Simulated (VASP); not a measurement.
Write the native input for VASP 6.6.1 that does the following.

| Property | Result |
| --- | --- |
| Task | single point |
| Functional | PBE |
| Potentials or basis | VASP PAW PBE potentials, release 64 (Ge_d, H) |
| Cutoff | 410 eV |
| k mesh | 3 × 3 × 1 |
| Occupations | gaussian, width 0.05 eV |
| Spin | no spin polarisation |
| Dipole correction | yes |
| Further INCAR settings | ALGO = Normal; EDIFF = 1e-06; NBANDS = 164; NELMDL = -8 |

The structure of Ge5H2 lies in POSCAR:

```
Ge5H2
1.0
    8.1473826809      0.0000000000      0.0000000000
    0.0000000000      8.1473826809      0.0000000000
    0.0000000000      0.0000000000     19.5175094652
Ge H
20 8
Direct
    0.5000000000      0.5000000000      0.2513865784
    0.5000000000      0.0000000000      0.2513865784
    0.0000000000      0.5000000000      0.2513865784
    0.0000000000      0.0000000000      0.2513865784
    0.7500000000      0.5000000000      0.3251801834
    0.7500000000      0.0000000000      0.3251801834
    0.2500000000      0.5000000000      0.3251801834
    0.2500000000      0.0000000000      0.3251801834
    0.7424697630      0.7501157563      0.3992674677
    0.7424697630      0.2498842437      0.3992674677
    0.2633078549      0.7497958159      0.3945242859
    0.2633078549      0.2502041841      0.3945242859
   -0.0029022539      0.7501776035      0.4722273098
   -0.0029022539      0.2498223965      0.4722273098
    0.4964215139      0.7496367714      0.4775213626
    0.4964215139      0.2503632286      0.4775213626
    0.1530390206      0.0000000000      0.4989637774
    0.1514531256      0.5000000000      0.4989637774
    0.4345139174      0.0000000000      0.5516140678
    0.4333554803      0.5000000000      0.5520427002
    0.5083944213      0.6502083350      0.2033868863
    0.5083944213      0.3497916650      0.2033868863
    0.5083944213      0.1502083350      0.2033868863
    0.5083944213     -0.1502083350      0.2033868863
   -0.0083944213      0.3497916650      0.2033868863
   -0.0083944213      0.6502083350      0.2033868863
   -0.0083944213     -0.1502083350      0.2033868863
   -0.0083944213      0.1502083350      0.2033868863
```

These files were run (other wordings do the same):

INCAR

```
SYSTEM = Ge5H2
PREC = Accurate
ENCUT = 410
EDIFF = 1E-6
ISMEAR = 0
SIGMA = 0.05
LREAL = .FALSE.
LASPH = .TRUE.
NELM = 120
ALGO = Normal
ISIF = 2
LWAVE = .FALSE.
LCHARG = .FALSE.
LDIPOL = .TRUE.
IDIPOL = 3
DIPOL = 0.5 0.5 0.340
GGA = PE
NBANDS = 164
GGA_COMPAT = .FALSE.
NELMDL = -8
```

KPOINTS

```
Automatic mesh
0
G
  3 3 1
  0 0 0
```

Potentials or basis: VASP PAW PBE potentials, release 64 (Ge_d, H).

Run with:

```console
$ cat potpaw_PBE.64/Ge_d/POTCAR potpaw_PBE.64/H/POTCAR > POTCAR
$ mpirun -np 1 vasp_std > vasp.out
```

Results of the run:

| Item | Value |
| --- | --- |
| Largest force | 0.934 eV/Å |
| Band gap on the k mesh | 0.57 eV |

Run time: 47 min on 1 thread of Oxide Virtual Turin-like Processor, with other jobs on the host, peak memory 1 GiB.
